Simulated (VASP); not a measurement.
# ZnS (P1) in VASP: further runs, part 2 of 2

VASP 6.6.1.

**3. Single point, PBE**

Input file INCAR:

```
SYSTEM = ZnS
PREC = Accurate
ENCUT = 500
EDIFF = 1E-6
ISMEAR = 0
SIGMA = 0.01
LREAL = .False.
LASPH = .True.
NELM = 120
ALGO = Normal
ISIF = 2
LWAVE = .False.
LCHARG = .True.
GGA = PE
LELF = .True.
LVHAR = .True.
NBANDS = 16
GGA_COMPAT = .False.
```

Input file KPOINTS:

```
Automatic mesh
0
Gamma
  2 2 2
  0 0 0
```

Input file POSCAR:

```
ZnS
1.0
    0.0000000000      2.7050000000      2.7050000000
    2.7050000000      0.0000000000      2.7050000000
    2.7050000000      2.7050000000      0.0000000000
Zn S
1 1
Direct
    0.0000000000      0.0000000000      0.0000000000
    0.2750000000      0.2500000000      0.2350000000
```

Potentials or basis: VASP PAW PBE potentials, release 64 (Zn, S).

Command:

```sh
> cat potpaw_PBE.64/Zn/POTCAR potpaw_PBE.64/S/POTCAR > POTCAR
> mpirun -np 1 vasp_std > vasp.out
```

OUTCAR:

```text
SYSTEM = ZnS
   PREC = Accurate
   ENCUT = 500
   EDIFF = 1E-6
   ISMEAR = 0
   LREAL = .False.
   LASPH = .True.
   NELM = 120
   ISIF = 2
   GGA = PE

 ion  position               nearest neighbor table
   1  0.000  0.000  0.000-   2 2.26   2 2.34   2 2.38   2 2.39
   2  0.275  0.250  0.235-   1 2.26   1 2.34   1 2.38   1 2.39

  LATTYP: Found a face centered cubic cell.
 ALAT       =     5.4100000000

  Lattice vectors:

 A1 = (   0.0000000000,   2.7050000000,   2.7050000000)
 A2 = (   2.7050000000,   0.0000000000,   2.7050000000)
 A3 = (   2.7050000000,   2.7050000000,   0.0000000000)

Analysis of symmetry for initial positions (statically):
=====================================================================
 Subroutine PRICEL returns:
 Original cell was already a primitive cell.

 Routine SETGRP: Setting up the symmetry group for a
 face centered cubic supercell.

 Subroutine GETGRP returns: Found  1 space group operations
 (whereof  1 operations were pure point group operations)
 out of a pool of 48 trial point group operations.

The static configuration has the point symmetry C_1 .

Analysis of symmetry for dynamics (positions and initial velocities):
=====================================================================
 Subroutine PRICEL returns:
 Original cell was already a primitive cell.

 Routine SETGRP: Setting up the symmetry group for a
 face centered cubic supercell.

 Subroutine GETGRP returns: Found  1 space group operations
 (whereof  1 operations were pure point group operations)
 out of a pool of 48 trial point group operations.

The dynamic configuration has the point symmetry C_1 .

 Subroutine INISYM returns: Found  1 space group operations
 (whereof  1 operations are pure point group operations),
 and found     1 'primitive' translations

[... 92 lines left out ...]
   ISMEAR =     0;   SIGMA  =   0.01  broadening in eV -4-tet -1-fermi 0-gaus
   EFERMI_NEDOS =   21; number of points for ismear=-14 and -15
   IALGO  =     38    algorithm
   IMIX   =      4    mixing-type and parameters
     AMIX     =   0.40;   BMIX     =  1.00
     AMIX_MAG =   1.60;   BMIX_MAG =  1.00
  volume/ion in A,a.u.               =      19.79       133.57
  Fermi-wavevector in a.u.,A,eV,Ry     =   1.258892  2.378961 21.562629  1.584809
  Thomas-Fermi vector in A             =   2.392479
   LORBIT       =      0    0 simple, 1 ext, 2 COOP (PROOUT), +10 PAW based schemes
   GGA     = PE    functional components
   LHFCALC =     F    Hartree Fock is set to
   AEXX    =    0.0000 exact exchange contribution
   IVDW    =     0    specifies the selected vdW correction
   LEPSILON=     F    determine dielectric tensor
   LRPA    =     F    only Hartree local field effects (RPA)
 non-spin polarized calculation
 Gauss-broadening in eV      SIGMA  =   0.01
  energy-cutoff  :      500.00
  volume of cell :       39.59
 maximum number of plane-waves:      1008
 NGX is ok and might be reduce to    28
   NGX = 13   NGY = 13   NGZ = 13

 number of electron      18.0000000 magnetization

 Free energy of the ion-electron system (eV)
  ---------------------------------------------------
  ext. energy  EPLUGINS =         0.00000000
  ---------------------------------------------------
  free energy    TOTEN  =        -5.56967352 eV

  energy without entropy =       -5.56967352  energy(sigma->0) =       -5.56967352

 E-fermi :   2.5162     XC(G=0):  -9.4687

 val. band max:        2.4677076195   @ k =   0.0000   0.0000   0.0000
 cond. band min:       4.3902600402   @ k =   0.0000   0.0000   0.0000
 fundamental gap:      1.9225524208
 Fermi energy:         2.5162013197

 k-point     1 :       0.0000    0.0000    0.0000
  band No.  band energies     occupation
      1     -10.6928      2.00000
      2      -4.3463      2.00000
      3      -4.2761      2.00000
      4      -4.2488      2.00000
      5      -3.8436      2.00000
      6      -3.8435      2.00000
[... 129 lines left out ...]
      3      -3.9982      2.00000
      4      -3.9487      2.00000
      5      -3.7716      2.00000
      6      -3.6035      2.00000
[... 8 lines left out ...]
     15      16.0189      0.00000
     16      16.8355      0.00000

------------------------ aborting loop because EDIFF is reached ----------------------------------------

  FORCE on cell =-STRESS in cart. coord.  units (eV):
  Direction    XX          YY          ZZ          XY          YZ          ZX
  --------------------------------------------------------------------------------------
  -------------------------------------------------------------------------------------
  Total        1.8582133      1.8664714      1.8321941     -0.3846285      0.2608402     -0.2105037
  in kB       75.2097829     75.5440235     74.1566766    -15.5675499     10.5573115     -8.5199779
  external PRESSURE =      74.9701610 kB  Pullay stress =       0.0000000 kB

 VOLUME and BASIS-vectors are now :
 -----------------------------------------------------------------------------
  energy-cutoff  :      500.00
  volume of cell :       39.59
      direct lattice vectors                 reciprocal lattice vectors
     0.000000000  2.705000000  2.705000000    -0.184842884  0.184842884  0.184842884
     2.705000000  0.000000000  2.705000000     0.184842884 -0.184842884  0.184842884
     2.705000000  2.705000000  0.000000000     0.184842884  0.184842884 -0.184842884

 POSITION                                       TOTAL-FORCE (eV/Angst)
 -----------------------------------------------------------------------------------
      0.00000      0.00000      0.00000        -0.289460      0.232019      0.426959
      1.31192      1.37955      1.42012         0.289460     -0.232019     -0.426959
 -----------------------------------------------------------------------------------
    total drift:                               -0.000018      0.000022      0.000037

  FREE ENERGIE OF THE ION-ELECTRON SYSTEM (eV)
  ---------------------------------------------------
  free  energy   TOTEN  =        -5.5696735154 eV

  energy  without entropy=       -5.5696735154  energy(sigma->0) =       -5.56967352
```

OSZICAR:

```text
N       E                     dE             d eps       ncg     rms          rms(c)
DAV:   1     0.907333209370E+02    0.90733E+02   -0.87518E+03   256   0.129E+03
DAV:   2    -0.711904823607E+00   -0.91445E+02   -0.84094E+02   312   0.253E+02
DAV:   3    -0.622437101250E+01   -0.55125E+01   -0.54936E+01   312   0.624E+01
DAV:   4    -0.627897028576E+01   -0.54599E-01   -0.54586E-01   328   0.659E+00
DAV:   5    -0.627965075661E+01   -0.68047E-03   -0.68047E-03   312   0.677E-01    0.672E+00
DAV:   6    -0.560653424190E+01    0.67312E+00   -0.11761E+00   352   0.319E+01    0.556E+00
DAV:   7    -0.556351467923E+01    0.43020E-01   -0.43034E-01   320   0.510E+00    0.328E+00
DAV:   8    -0.556706558803E+01   -0.35509E-02   -0.10079E-02   304   0.996E-01    0.129E+00
DAV:   9    -0.556926246428E+01   -0.21969E-02   -0.30938E-03   296   0.444E-01    0.149E-01
DAV:  10    -0.556951752554E+01   -0.25506E-03   -0.14664E-04   320   0.943E-02    0.525E-02
DAV:  11    -0.556967288896E+01   -0.15536E-03   -0.15654E-04   288   0.766E-02    0.163E-02
DAV:  12    -0.556967351537E+01   -0.62641E-06   -0.36437E-06   312   0.255E-02
   1 F= -.55696735E+01 E0= -.55696735E+01  d E =-.431814E-13
```

stdout:

```text
POSCAR found type information on POSCAR ZnS
 POSCAR found :  2 types and       2 ions
 scaLAPACK will be used
 LDA part: xc-table for (Slater+PW92), standard interpolation
 POSCAR, INCAR and KPOINTS ok, starting setup
 FFT: planning ... GRIDC
 FFT: planning ... GRID_SOFT
 FFT: planning ... GRID
 WAVECAR not read
 entering main loop
```

Run time: 6.3 s. Hardware: 1 thread of Intel Xeon 6975P-C, shared host; peak memory 0.15 GiB.

Results:

* Free energy: -5.5697 eV
* Pressure: 7.5 GPa
* Largest force: 0.566 eV/Å
* Band gap on the k mesh: 1.92 eV, direct

Forces in eV/Å, atoms in the order of the input:
```
Zn  -0.289  0.232  0.427
S    0.289 -0.232 -0.427
```

Stress tensor (GPa, compression positive):
```
 7.52 -1.56 -0.85
-1.56  7.55  1.06
-0.85  1.06  7.42
```

Levels at points of the mesh, in eV from the valence-band top:
```tsv
k point	band 6	band 7	band 8	band 9	band 10	band 11	band 12	band 13
(0.00, 0.00, 0.00)	-6.31	-0.17	-0.03	0.00	1.92	6.08	6.09	6.20
(0.50, 0.00, 0.00)	-6.11	-5.64	-1.03	-0.93	3.19	6.66	6.84	8.83
(0.00, 0.50, 0.00)	-6.09	-5.45	-1.09	-0.80	3.07	6.40	6.91	8.74
(0.00, 0.00, 0.50)	-6.08	-5.34	-1.05	-0.81	3.00	6.38	6.81	8.70
(0.50, 0.50, 0.50)	-6.09	-5.37	-1.07	-0.80	3.02	6.38	6.85	8.71
(0.50, 0.50, 0.00)	-6.07	-4.81	-2.35	-2.29	3.12	3.86	10.90	11.64
(0.00, 0.50, 0.50)	-6.07	-4.81	-2.33	-2.31	3.13	3.84	10.90	11.68
(0.50, 0.00, 0.50)	-6.07	-4.82	-2.32	-2.31	3.13	3.83	10.90	11.70
```

Caveat: the k points lie up to 1.01 Å⁻¹ apart. A hybrid or GW would open this gap; PBE tends to underestimate it.

**4. Single point, PBE**

Input file INCAR:

```
ALGO = Normal ; EDIFF = 1E-6
ENCUT = 500 ; GGA = PE
GGA_COMPAT = F ; ISIF = 2
ISMEAR = 0 ; LASPH = T
LCHARG = T ; LELF = T
LREAL = F ; LVHAR = T
LWAVE = F ; NBANDS = 16
NELM = 120 ; PREC = Accurate
SIGMA = 0.01
```

Input file KPOINTS:

```
k-points
0
Gamma
  2 2 2
```

POSCAR is that of step 3.

Command:

```sh
> cat potpaw_PBE.64/Zn/POTCAR potpaw_PBE.64/S/POTCAR > POTCAR
> mpirun -np 1 vasp_std > vasp.out
```

It took 6.4 s on 1 thread of Intel Xeon 6975P-C, shared host; peak memory 0.15 GiB.

Results (log left out):

| Quantity | Value |
| --- | --- |
| Free energy | -5.5697 eV |
| Pressure | 7.5 GPa |
| Largest force | 0.566 eV/Å |
| Band gap on the k mesh | 1.92 eV, direct |

Forces on the atoms (eV/Å):
```
Zn  -0.289  0.232  0.427
S    0.289 -0.232 -0.427
```

Stress tensor (GPa, compression positive):
```
 7.52 -1.56 -0.85
-1.56  7.55  1.06
-0.85  1.06  7.42
```

Levels at points of the mesh, in eV from the valence-band top:
```
           k point  band 7  band 8  band 9  band 10  band 11  band 12
(0.00, 0.00, 0.00)   -0.17   -0.03    0.00     1.92     6.08     6.09
(0.50, 0.00, 0.00)   -5.64   -1.03   -0.93     3.19     6.66     6.84
(0.00, 0.50, 0.00)   -5.45   -1.09   -0.80     3.07     6.40     6.91
(0.00, 0.00, 0.50)   -5.34   -1.05   -0.81     3.00     6.38     6.81
(0.50, 0.50, 0.50)   -5.37   -1.07   -0.80     3.02     6.38     6.85
(0.50, 0.50, 0.00)   -4.81   -2.35   -2.29     3.12     3.86    10.90
(0.00, 0.50, 0.50)   -4.81   -2.33   -2.31     3.13     3.84    10.90
(0.50, 0.00, 0.50)   -4.82   -2.32   -2.31     3.13     3.83    10.90
```

Caveat: the k points lie up to 1.01 Å⁻¹ apart.
